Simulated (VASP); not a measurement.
# BN (P1) in VASP: dielectric tensor with PBEsol+D3(BJ)

Aim: the dielectric tensor of BN with PBEsol+D3(BJ).

Program: VASP 6.6.1. These are calculated values, not measurements. Logs are shortened: lines on timing, memory, paths and dates and some standing lists are left out, and cuts for length are marked.

### Step 1. The cell of the first run

The typed cell holds 2 atoms: a = 2.508 Å, b = 2.508 Å, c = 3.274 Å, α = 101.11°, β = 101.11°, γ = 119.81°.

### Step 2. Dielectric tensor, PBEsol+D3(BJ)

INCAR

```
PREC     = Accurate       # precision mode
ENCUT    = 520            # plane-wave cutoff, eV
EDIFF    = 1E-8           # SCF threshold, eV
ISMEAR   = 0              # smearing method
SIGMA    = 0.01           # smearing width, eV
LREAL    = False          # projectors in reciprocal space
LASPH    = True           # aspherical terms in the spheres
NELM     = 60             # most SCF steps
ALGO     = Normal         # electronic algorithm
ISIF     = 2              # what is computed and relaxed
LWAVE    = False          # write WAVECAR
LCHARG   = False          # write CHGCAR
GGA      = PS             # functional
IVDW     = 12             # dispersion correction
LEPSILON = True           # dielectric tensor by DFPT
```

KPOINTS

```
regular mesh
0
Gamma
  8 8 6
```

POSCAR

```
BN
1.0
    2.5080409200      0.0000000000      0.0000000000
   -1.2467107600      2.1762310400      0.0000000000
   -0.6306650800     -1.0881155200      3.0225400000
B N
1 1
Direct
    0.9796430000      0.9834990000      0.0018060000
    0.6685060000      0.3323850000      0.9849990000
```

Potentials or basis: VASP PAW PBE potentials, release 64 (B, N).

Started as:

```bash
cat potpaw_PBE.64/B/POTCAR potpaw_PBE.64/N/POTCAR > POTCAR
mpirun -np 1 vasp_std > vasp.out
```

OUTCAR:

```text
PREC = Accurate
   ENCUT = 520
   EDIFF = 1E-8
   ISMEAR = 0
   LREAL = False
   LASPH = True
   NELM = 60
   ISIF = 2
   GGA = PS
   IVDW = 12
   LEPSILON = True
 IVDW          = 12

 ion  position               nearest neighbor table
   1  0.980  0.983  0.002-   2 1.40   2 1.43   2 1.52
   2  0.669  0.332  0.985-   1 1.40   1 1.43   1 1.52

  LATTYP: Found a face centered orthorhombic cell.
 ALAT       =     2.5153399993
 B/A-ratio  =     1.7253460737
 C/A-ratio  =     2.4032854412

  Lattice vectors:

 A1 = (  -1.8773758400,   1.0881155200,   3.0225400000)
 A2 = (   0.6306650800,   1.0881155200,   3.0225400000)
 A3 = (  -1.2467107600,   2.1762310400,   0.0000000000)

Analysis of symmetry for initial positions (statically):
=====================================================================
 Subroutine PRICEL returns:
 Original cell was already a primitive cell.

 Routine SETGRP: Setting up the symmetry group for a
 face centered orthorhombic supercell.

 Subroutine GETGRP returns: Found  1 space group operations
 (whereof  1 operations were pure point group operations)
 out of a pool of  8 trial point group operations.

The static configuration has the point symmetry C_1 .

Analysis of symmetry for dynamics (positions and initial velocities):
=====================================================================
 Subroutine PRICEL returns:
 Original cell was already a primitive cell.

 Routine SETGRP: Setting up the symmetry group for a
 face centered orthorhombic supercell.

 Subroutine GETGRP returns: Found  1 space group operations
 (whereof  1 operations were pure point group operations)
 out of a pool of  8 trial point group operations.

The dynamic configuration has the point symmetry C_1 .

 Subroutine INISYM returns: Found  1 space group operations
 (whereof  1 operations are pure point group operations),
 and found     1 'primitive' translations

----------------------------------------------------------------------------------------

                                     Primitive cell

  volume of cell :      16.4973

  direct lattice vectors                    reciprocal lattice vectors
     2.508040920  0.000000000  0.000000000     0.398717578  0.228415772  0.165423783
    -1.246710760  2.176231040  0.000000000     0.000000000  0.459510034  0.165423783
    -0.630665080 -1.088115520  3.022540000     0.000000000  0.000000000  0.330847565

  length of vectors
     2.508040920  2.508040920  3.273756539     0.488379463  0.488379463  0.330847565

  position of ions in fractional coordinates (direct lattice)
     0.979643000  0.983499000  0.001806000
     0.668506000  0.332385000  0.984999000

  ion indices of the primitive-cell ions
   primitive index   ion index
                 1           1
                 2           2

----------------------------------------------------------------------------------------

 KPOINTS: regular mesh

Automatic generation of k-mesh.
 Grid dimensions read from file:
 generate k-points for:    8    8    6

 Generating k-lattice:

  Cartesian coordinates                     Fractional coordinates (reciprocal lattice)
     0.049839697  0.028551972  0.020677973     0.125000000 -0.000000000  0.000000000
     0.000000000  0.057438754  0.020677973     0.000000000  0.125000000  0.000000000
     0.000000000  0.000000000  0.055141261     0.000000000  0.000000000  0.166666667

  Length of vectors
[... 93 lines left out ...]
   EFERMI_NEDOS =   21; number of points for ismear=-14 and -15
   IALGO  =     38    algorithm
   IMIX   =      4    mixing-type and parameters
     AMIX     =   0.40;   BMIX     =  1.00
     AMIX_MAG =   1.60;   BMIX_MAG =  1.00
  volume/ion in A,a.u.               =       8.25        55.66
  Fermi-wavevector in a.u.,A,eV,Ry     =   1.286178  2.430523 22.507475  1.654253
  Thomas-Fermi vector in A             =   2.418268
   LORBIT       =      0    0 simple, 1 ext, 2 COOP (PROOUT), +10 PAW based schemes
   GGA     = PS    functional components
   LHFCALC =     F    Hartree Fock is set to
   AEXX    =    0.0000 exact exchange contribution
   IVDW    =    12    specifies the selected vdW correction
   LEPSILON=     T    determine dielectric tensor
   LRPA    =     F    only Hartree local field effects (RPA)
 non-spin polarized calculation
 Gauss-broadening in eV      SIGMA  =   0.01
  energy-cutoff  :      520.00
  volume of cell :       16.50
 maximum number of plane-waves:       460
   NGX =  9   NGY =  9   NGZ = 13

--------------------------------------- Ionic step        1  -------------------------------------------

 number of electron       8.0000000 magnetization

 E-fermi :   3.4507     XC(G=0): -10.9171

 val. band max:        3.3792889610   @ k =   0.3750   0.3750   0.1667
 cond. band min:       6.0422336889   @ k =   0.5000   0.5000   0.5000
 fundamental gap:      2.6629447279
 Fermi energy:         3.4506710139

 k-point     1 :       0.0000    0.0000    0.0000
  band No.  band energies     occupation
      1     -14.9140      2.00000
      2      -0.4764      2.00000
      3       0.8862      2.00000
      4       2.5026      2.00000
      5       8.6149      0.00000
      6      13.4814      0.00000
      7      15.5688      0.00000
      8      16.2001      0.00000
[... 243 lines left out ...]
 k-point    24 :       0.2500    0.3750   -0.0000
  band No.  band energies     occupation
      1     -11.1238      2.00000
      2      -5.3376      2.00000
      3      -3.4179      2.00000
      4       2.8116      2.00000
      5       7.5597      0.00000
      6      14.9091      0.00000
      7      17.5554      0.00000
      8      18.5937      0.00000

 [... further k-points ...]

  FORCE on cell =-STRESS in cart. coord.  units (eV):
  Direction    XX          YY          ZZ          XY          YZ          ZX
  --------------------------------------------------------------------------------------
  -------------------------------------------------------------------------------------
  Total      -0.82810     0.45945     0.29545    -0.53978     0.12218     0.05672
  in kB     -80.42365    44.62107    28.69309   -52.42232    11.86556     5.50865
  external pressure =       -2.37 kB  Pullay stress =        0.00 kB

 VOLUME and BASIS-vectors are now :
 -----------------------------------------------------------------------------
  energy-cutoff  :      520.00
  volume of cell :       16.50
      direct lattice vectors                 reciprocal lattice vectors
     2.508040920  0.000000000  0.000000000     0.398717578  0.228415772  0.165423783
    -1.246710760  2.176231040  0.000000000     0.000000000  0.459510034  0.165423783
    -0.630665080 -1.088115520  3.022540000     0.000000000  0.000000000  0.330847565

 POSITION                                       TOTAL-FORCE (eV/Angst)
 -----------------------------------------------------------------------------------
      1.22971      2.13836      0.00546         1.667148      2.092956     -0.583746
      0.64105     -0.34845      2.97720        -1.667148     -2.092956      0.583746
 -----------------------------------------------------------------------------------
    total drift:                               -0.000145      0.000048     -0.000080

  FREE ENERGIE OF THE ION-ELECTRON SYSTEM (eV)
  ---------------------------------------------------
  free  energy   TOTEN  =       -18.3579787927 eV

  energy  without entropy=      -18.3579787927  energy(sigma->0) =      -18.35797879

 HEAD OF MICROSCOPIC STATIC DIELECTRIC TENSOR (INDEPENDENT PARTICLE, excluding Hartree and local field effects)
 ------------------------------------------------------
           5.153359    -0.275857     0.035931
          -0.277865     5.698551    -0.022895
           0.034254    -0.022410     3.447978
 ------------------------------------------------------

 Free energy of the ion-electron system (eV)
  ---------------------------------------------------
  ---------------------------------------------------
  free energy    TOTEN  =        -0.19433802 eV

  energy without entropy =       -0.19433802

------------------------ aborting loop because EDIFF is reached ----------------------------------------

 Edisp (eV)   -0.22050

 E8    (eV) :    -0.1099
[... 7 lines left out ...]
 E8    (eV) :    -0.1099

--------------------------------------- Ionic step        3  -------------------------------------------

 Free energy of the ion-electron system (eV)
  ---------------------------------------------------
  ---------------------------------------------------
  free energy    TOTEN  =        -0.10634775 eV

  energy without entropy =       -0.10634775

------------------------ aborting loop because EDIFF is reached ----------------------------------------

 Edisp (eV)   -0.22050

 E8    (eV) :    -0.1099

 PIEZOELECTRIC TENSOR FIELD DIRECTION 3  (e Angst)
 -----------------------------------------------------------------------------
     0.02978 -0.00022 -0.13502           (  0.00457  0.00002 -0.00017)
    -0.00022  0.04230  0.07562           (  0.00002  0.00463  0.00084)
    -0.13502  0.07562 -0.10968           ( -0.00017  0.00084  0.00452)

 PIEZOELECTRIC TENSOR FIELD DIRECTION 3  (C/m^2)
 -----------------------------------------------------------------------------
     0.02892 -0.00022 -0.13113
    -0.00022  0.04108  0.07344
    -0.13113  0.07344 -0.10652

 MACROSCOPIC STATIC DIELECTRIC TENSOR (including local field effects in DFT)
 ------------------------------------------------------
           5.027335    -0.256154     0.038427
          -0.258060     5.541741    -0.021887
           0.036804    -0.021449     3.144964
 ------------------------------------------------------

 PIEZOELECTRIC TENSOR (including local field effects)  for field in x, y, z        (e  Angst)
          XX          YY          ZZ          XY          YZ          ZX
  --------------------------------------------------------------------------------
  x     0.02424    -0.05321    -0.05859    -1.21321    -0.00540     0.08594
  y    -1.35583     1.24512     0.02852     0.05382     0.11470    -0.00689
  z     0.02978     0.04230    -0.10968    -0.00022     0.07562    -0.13502

 PIEZOELECTRIC TENSOR (including local field effects)  for field in x, y, z        (C/m^2)
          XX          YY          ZZ          XY          YZ          ZX
  --------------------------------------------------------------------------------
  x     0.02354    -0.05167    -0.05690    -1.17824    -0.00525     0.08346
  y    -1.31675     1.20924     0.02770     0.05227     0.11139    -0.00669
  z     0.02892     0.04108    -0.10652    -0.00022     0.07344    -0.13113

 BORN EFFECTIVE CHARGES (including local field effects) (in |e|, cummulative output)
 ---------------------------------------------------------------------------------
 ion    1
    1     2.54347    -0.15973     0.01422
    2    -0.16268     2.94501    -0.00161
    3     0.01547    -0.00939     0.87898
 ion    2
    1    -2.54347     0.15973    -0.01422
    2     0.16268    -2.94501     0.00161
    3    -0.01547     0.00939    -0.87898
```

Run time: 2.4 min. Hardware: 1 thread of Intel Xeon 8259CL, shared host; peak memory 0.2 GiB.

What came out:

```
Band gap on the k mesh                  : 2.66 eV (least direct gap 4.45 eV)
Electronic dielectric tensor (diagonal) : 5.03, 5.54, 3.14
Born charges (mean of the diagonal)     : B +2.12; N -2.12 e
Dispersion energy per atom              : -0.110 eV
```

Electronic dielectric tensor:
```
 5.03 -0.26  0.04
-0.26  5.54 -0.02
 0.04 -0.02  3.14
```

Born effective charge tensors (e):
atom 1, B
```
 2.54 -0.16  0.01
-0.16  2.95  0.00
 0.02 -0.01  0.88
```
atom 2, N
```
-2.54  0.16 -0.01
 0.16 -2.95  0.00
-0.02  0.01 -0.88
```

Caveat: three body term missing; the PAW data sets were made with another functional, which shifts forces and pressure a little. A k mesh can miss the band edges.
